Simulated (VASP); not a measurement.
# Ti12Si in VASP: single point with PBE+D3(BJ)

Aim: the single point of Ti12Si with PBE+D3(BJ).

All numbers are computed with VASP 6.6.1; they aren't measurements. Logs are shortened: lines on timing, memory, paths and dates and some standing lists are left out, and cuts for length are marked.

**1. The cell of the first run**

The cell holds a slab with vacuum, 13 atoms: a = 5.710 Å, b = 5.710 Å, c = 21.493 Å, α = 90.00°, β = 90.00°, γ = 120.00°.

**2. Single point, PBE+D3(BJ)**

Contents of INCAR:

```
SYSTEM = Ti12Si
PREC = Accurate
ENCUT = 520
EDIFF = 1E-6
ISMEAR = 0
SIGMA = 0.1
LREAL = .False.
LASPH = .True.
NELM = 80
ALGO = Normal
ISIF = 2
LWAVE = .False.
LCHARG = .False.
LDIPOL = .True.
IDIPOL = 3
DIPOL = 0.5 0.5 0.309
GGA = PE
IVDW = 12
NBANDS = 86
```

Contents of KPOINTS:

```
regular mesh
0
Gamma
  6 6 1
  0 0 0
```

Contents of POSCAR:

```
Ti12Si
1.0
    5.7099611372      0.0000000000      0.0000000000
   -2.8549805686      4.9449713995      0.0000000000
    0.0000000000      0.0000000000     21.4932633465
Ti Si
12 1
Direct
    0.3333333333      0.1666666667      0.1861048244
    0.3333333333      0.6666666667      0.1861048244
    0.8333333333      0.1666666667      0.1861048244
    0.8333333333      0.6666666667      0.1861048244
    0.1666666667      0.3333333333      0.2907832195
    0.1666666667      0.8333333333      0.2907832195
    0.6666666667      0.3333333333      0.2907832195
    0.6666666667      0.8333333333      0.2907832195
    0.0000000000      0.0000000000      0.3951593208
    0.0000000000      0.5000000000      0.3951593208
    0.5000000000      0.0000000000      0.3951593208
    0.5000000000      0.5000000000      0.3951593208
    0.1666666667      0.0833333333      0.5347379391
```

Potentials or basis: VASP PAW PBE potentials, release 64 (Ti_sv, Si).

Started as:

```sh
$ cat potpaw_PBE.64/Ti_sv/POTCAR potpaw_PBE.64/Si/POTCAR > POTCAR
$ mpirun -np 1 vasp_std > vasp.out
```

OUTCAR:

```text
SYSTEM = Ti12Si
   PREC = Accurate
   ENCUT = 520
   EDIFF = 1E-6
   ISMEAR = 0
   LREAL = .False.
   LASPH = .True.
   NELM = 80
   ISIF = 2
   GGA = PE
   IVDW = 12
 IVDW          = 12

 ion  position               nearest neighbor table
   1  0.333  0.167  0.186-   5 2.79   7 2.79   6 2.79   3 2.85   3 2.85   2 2.85   2 2.85   4 2.85
                             4 2.85
   2  0.333  0.667  0.186-   6 2.79   8 2.79   5 2.79   4 2.85   4 2.85   3 2.85   1 2.85   1 2.85
                             3 2.85
   3  0.833  0.167  0.186-   7 2.79   5 2.79   8 2.79   1 2.85   1 2.85   2 2.85   4 2.85   4 2.85
                             2 2.85
   4  0.833  0.667  0.186-   8 2.79   6 2.79   7 2.79   2 2.85   2 2.85   1 2.85   3 2.85   3 2.85
                             1 2.85
   5  0.167  0.333  0.291-  12 2.78   9 2.78  10 2.78   1 2.79   3 2.79   2 2.79   7 2.85   7 2.85
                             6 2.85   6 2.85   8 2.85   8 2.85
   6  0.167  0.833  0.291-  11 2.78  10 2.78   9 2.78   2 2.79   4 2.79   1 2.79   8 2.85   8 2.85
                             7 2.85   5 2.85   5 2.85   7 2.85
   7  0.667  0.333  0.291-  10 2.78  11 2.78  12 2.78   3 2.79   1 2.79   4 2.79   5 2.85   5 2.85
                             6 2.85   8 2.85   8 2.85   6 2.85
   8  0.667  0.833  0.291-   9 2.78  12 2.78  11 2.78   4 2.79   2 2.79   3 2.79   6 2.85   6 2.85
                             5 2.85   7 2.85   7 2.85   5 2.85
   9  0.000  0.000  0.395-   8 2.78   5 2.78   6 2.78  11 2.85  11 2.85  12 2.85  10 2.85  10 2.85
                            12 2.85
  10  0.000  0.500  0.395-   7 2.78   6 2.78   5 2.78  12 2.85  12 2.85   9 2.85   9 2.85  11 2.85
                            11 2.85
  11  0.500  0.000  0.395-   6 2.78   7 2.78   8 2.78   9 2.85   9 2.85  12 2.85  12 2.85  10 2.85
                            10 2.85
  12  0.500  0.500  0.395-   5 2.78   8 2.78   7 2.78  10 2.85  10 2.85  11 2.85  11 2.85   9 2.85
                             9 2.85
  13  0.167  0.083  0.535-

  LATTYP: Found a hexagonal cell.
 ALAT       =     5.7099611372
 C/A-ratio  =     3.7641698131

  Lattice vectors:

 A1 = (   5.7099611372,   0.0000000000,   0.0000000000)
 A2 = (  -2.8549805686,   4.9449713995,   0.0000000000)
 A3 = (   0.0000000000,   0.0000000000,  21.4932633465)

Analysis of symmetry for initial positions (statically):
=====================================================================
 Subroutine PRICEL returns:
 Original cell was already a primitive cell.

 Routine SETGRP: Setting up the symmetry group for a
 hexagonal supercell.

 Subroutine GETGRP returns: Found  2 space group operations
 (whereof  2 operations were pure point group operations)
 out of a pool of 24 trial point group operations.

The static configuration has the point symmetry C_1h.

Analysis of symmetry for dynamics (positions and initial velocities):
=====================================================================
 Subroutine PRICEL returns:
 Original cell was already a primitive cell.

 Routine SETGRP: Setting up the symmetry group for a
 hexagonal supercell.

 Subroutine GETGRP returns: Found  2 space group operations
 (whereof  2 operations were pure point group operations)
 out of a pool of 24 trial point group operations.

The dynamic configuration has the point symmetry C_1h.

 Subroutine INISYM returns: Found  2 space group operations
 (whereof  2 operations are pure point group operations),
 and found     1 'primitive' translations

----------------------------------------------------------------------------------------

                                     Primitive cell

  volume of cell :     606.8751

  direct lattice vectors                    reciprocal lattice vectors
     5.709961137  0.000000000  0.000000000     0.175132540  0.101112819  0.000000000
    -2.854980569  4.944971399  0.000000000     0.000000000  0.202225639  0.000000000
     0.000000000  0.000000000 21.493263347     0.000000000  0.000000000  0.046526206

  length of vectors
     5.709961137  5.709961137 21.493263347     0.202225639  0.202225639  0.046526206

  position of ions in fractional coordinates (direct lattice)
     0.333333333  0.166666667  0.186104824
     0.333333333  0.666666667  0.186104824
     0.833333333  0.166666667  0.186104824
     0.833333333  0.666666667  0.186104824
     0.166666667  0.333333333  0.290783219
     0.166666667  0.833333333  0.290783219
     0.666666667  0.333333333  0.290783219
     0.666666667  0.833333333  0.290783219
     0.000000000  0.000000000  0.395159321
     1.000000000  0.500000000  0.395159321
     0.500000000  0.000000000  0.395159321
[... 51 lines left out ...]
  0.000000  0.333333  0.000000      4.000000
  0.500000 -0.000000  0.000000      1.000000
  0.000000  0.500000  0.000000      2.000000
  0.166667  0.166667  0.000000      4.000000
 -0.166667  0.333333  0.000000      2.000000
  0.333333  0.166667  0.000000      4.000000
 -0.166667  0.500000  0.000000      4.000000
  0.500000  0.333333  0.000000      4.000000
  0.333333  0.333333  0.000000      2.000000
   k-points           NKPTS =     13   k-points in BZ     NKDIM =     13   number of bands    NBANDS=     86
   number of dos      NEDOS =    301   number of ions     NIONS =     13
   total plane-waves  NPLWV = 282240
   dimension x,y,z NGX =    42 NGY =   42 NGZ =  160
   dimension x,y,z NGXF=    84 NGYF=   84 NGZF=  320
   ions per type =              12   1
   NGX,Y,Z   is equivalent  to a cutoff of  12.23, 12.23, 12.38 a.u.
   NGXF,Y,Z  is equivalent  to a cutoff of  24.46, 24.46, 24.75 a.u.
 SYSTEM =  Ti12Si
   PREC   = accura    normal or accurate (medium, high low for compatibility)
   ISTART =      0    job   : 0-new  1-cont  2-samecut
   ICHARG =      2    charge: 1-file 2-atom 10-const
   ISPIN  =      1    spin polarized calculation?
   LNONCOLLINEAR =      F non collinear calculations
   LSORBIT =      F    spin-orbit coupling
   LASPH  =      T    aspherical Exc in radial PAW
   ENCUT  =  520.0 eV  38.22 Ry    6.18 a.u.  10.62 10.62 39.96*2*pi/ulx,y,z
   NELM   =     80;   NELMIN=  2; NELMDL= -5     # of ELM steps
   EDIFF  = 0.1E-05   stopping-criterion for ELM
   LREAL  =      F    real-space projection
   EDIFFG = 0.1E-04   stopping-criterion for IOM
   NSW    =      0    number of steps for IOM
   IBRION =     -1    ionic relax: 0-MD 1-quasi-New 2-CG
   NFREE  =      0    steps in history (QN), initial steepest desc. (CG)
   ISIF   =      2    stress and relaxation
   ISYM   =      2    0-nonsym 1-usesym 2-fastsym
   POTIM  = 0.5000    time-step for ionic-motion
   TEBEG  =    0.0;   TEEND  =   0.0 temperature during run
   PSTRESS=    0.0 pullay stress
   NELECT =     148.0000    total number of electrons
   NUPDOWN=      -1.0000    fix difference up-down
   EMIN   =  10.00;   EMAX   =-10.00  energy-range for DOS
   EFERMI =   0.00;   METHOD = LEGACY
   ISMEAR =     0;   SIGMA  =   0.10  broadening in eV -4-tet -1-fermi 0-gaus
   EFERMI_NEDOS =   21; number of points for ismear=-14 and -15
   IALGO  =     38    algorithm
   IMIX   =      4    mixing-type and parameters
     AMIX     =   0.40;   BMIX     =  1.00
     AMIX_MAG =   1.60;   BMIX_MAG =  1.00
  volume/ion in A,a.u.               =      46.68       315.03
  Fermi-wavevector in a.u.,A,eV,Ry     =   1.022812  1.932834 14.233647  1.046144
  Thomas-Fermi vector in A             =   2.156511
   LORBIT       =      0    0 simple, 1 ext, 2 COOP (PROOUT), +10 PAW based schemes
   GGA     = PE    functional components
   LHFCALC =     F    Hartree Fock is set to
   AEXX    =    0.0000 exact exchange contribution
   IVDW    =    12    specifies the selected vdW correction
   LEPSILON=     F    determine dielectric tensor
   LRPA    =     F    only Hartree local field effects (RPA)
 non-spin polarized calculation
 Gauss-broadening in eV      SIGMA  =   0.10
  energy-cutoff  :      520.00
  volume of cell :      606.88
 maximum number of plane-waves:     16399
   NGX = 21   NGY = 21   NGZ = 79

 dipolmoment           0.000000      0.000000      0.097655 electrons x Angstroem

 number of electron     147.9999942 magnetization

 dipolmoment           0.000000      0.000000     -0.009423 electrons x Angstroem

 Free energy of the ion-electron system (eV)
  ---------------------------------------------------
  ext. energy  EPLUGINS =         0.00000000
  ---------------------------------------------------
  free energy    TOTEN  =       -90.23336667 eV

  energy without entropy =      -90.11277821  energy(sigma->0) =      -90.17307244

 E-fermi :   0.2764     XC(G=0):  -5.2884

 val. band max:        0.2747553646   @ k =   0.3333   0.1667   0.0000
 cond. band min:       0.2821546586   @ k =   0.5000   0.3333   0.0000
 fundamental gap:      0.0073992941
 Fermi energy:         0.2764443227

 k-point     1 :       0.0000    0.0000    0.0000
  band No.  band energies     occupation
      1     -56.5672      2.00000
      2     -56.4956      2.00000
      3     -56.4783      2.00000
      4     -56.4678      2.00000
      5     -56.3912      2.00000
      6     -56.3876      2.00000
[... 1146 lines left out ...]
     85       0.9128      0.00000
     86       1.0779      0.00000

------------------------ aborting loop because EDIFF is reached ----------------------------------------

 vacuum level on the upper side and lower side of the slab       (xc-potential included)        -0.223        -0.142

 Edisp (eV)   -5.54836

 E8    (eV) :    -2.7269

  FORCE on cell =-STRESS in cart. coord.  units (eV):
  Direction    XX          YY          ZZ          XY          YZ          ZX
  --------------------------------------------------------------------------------------
  -------------------------------------------------------------------------------------
  Total      -3.16608    -3.05729    -6.81080    -0.09421    -0.13116    -0.22718
  in kB      -8.35858    -8.07138   -17.98081    -0.24873    -0.34627    -0.59975
  external pressure =      -11.47 kB  Pullay stress =        0.00 kB

 VOLUME and BASIS-vectors are now :
 -----------------------------------------------------------------------------
  energy-cutoff  :      520.00
  volume of cell :      606.88
      direct lattice vectors                 reciprocal lattice vectors
     5.709961137  0.000000000  0.000000000     0.175132540  0.101112819  0.000000000
    -2.854980569  4.944971399  0.000000000     0.000000000  0.202225639  0.000000000
     0.000000000  0.000000000 21.493263347     0.000000000  0.000000000  0.046526206

 POSITION                                       TOTAL-FORCE (eV/Angst)
 -----------------------------------------------------------------------------------
      1.42749      0.82416      4.00000        -0.007287     -0.004207      0.056987
     -0.00000      3.29665      4.00000        -0.006358     -0.003671      0.088376
      4.28247      0.82416      4.00000         0.005933     -0.005594      0.068721
      2.85498      3.29665      4.00000        -0.001879      0.007935      0.068721
      0.00000      1.64832      6.24988        -0.035108      0.086292     -0.250743
     -1.42749      4.12081      6.24988         0.057177     -0.073551     -0.250743
      2.85498      1.64832      6.24988         0.028602      0.016513     -0.199211
      1.42749      4.12081      6.24988        -0.045349     -0.026183     -0.253153
      0.00000      0.00000      8.49326         0.329764      0.190389      0.969452
     -1.42749      2.47249      8.49326         0.156276      0.090226      0.708866
      2.85498      0.00000      8.49326        -0.270229      0.011095      0.754083
      1.42749      2.47249      8.49326        -0.125506     -0.239573      0.754083
      0.71375      0.41208     11.49326        -0.086035     -0.049672     -2.515439
 -----------------------------------------------------------------------------------
    total drift:                                0.000082      0.000047     -0.000364

  FREE ENERGIE OF THE ION-ELECTRON SYSTEM (eV)
  ---------------------------------------------------
  free  energy   TOTEN  =       -95.7817262778 eV

  energy  without entropy=      -95.6611378134  energy(sigma->0) =      -95.72143205

 vacuum level on the upper side and lower side of the slab         4.695         4.785
```

Run time: 27 min. Hardware: 1 thread of Intel Xeon 6975P-C (Granite Rapids), shared host; peak memory 0.84 GiB.

Results:

* Free energy: -95.7817 eV
* Largest force: 2.517 eV/Å
* Band gap on the k mesh: zero (bands 74 and 75 overlap by 0.71 eV)
* Dispersion energy per atom: -0.427 eV

Forces in eV/Å, atoms in the order of the input:
```
Ti  -0.007 -0.004  0.057
Ti  -0.006 -0.004  0.088
Ti   0.006 -0.006  0.069
Ti  -0.002  0.008  0.069
Ti  -0.035  0.086 -0.251
Ti   0.057 -0.074 -0.251
Ti   0.029  0.017 -0.199
Ti  -0.045 -0.026 -0.253
Ti   0.330  0.190  0.969
Ti   0.156  0.090  0.709
Ti  -0.270  0.011  0.754
Ti  -0.126 -0.240  0.754
Si  -0.086 -0.050 -2.515
```
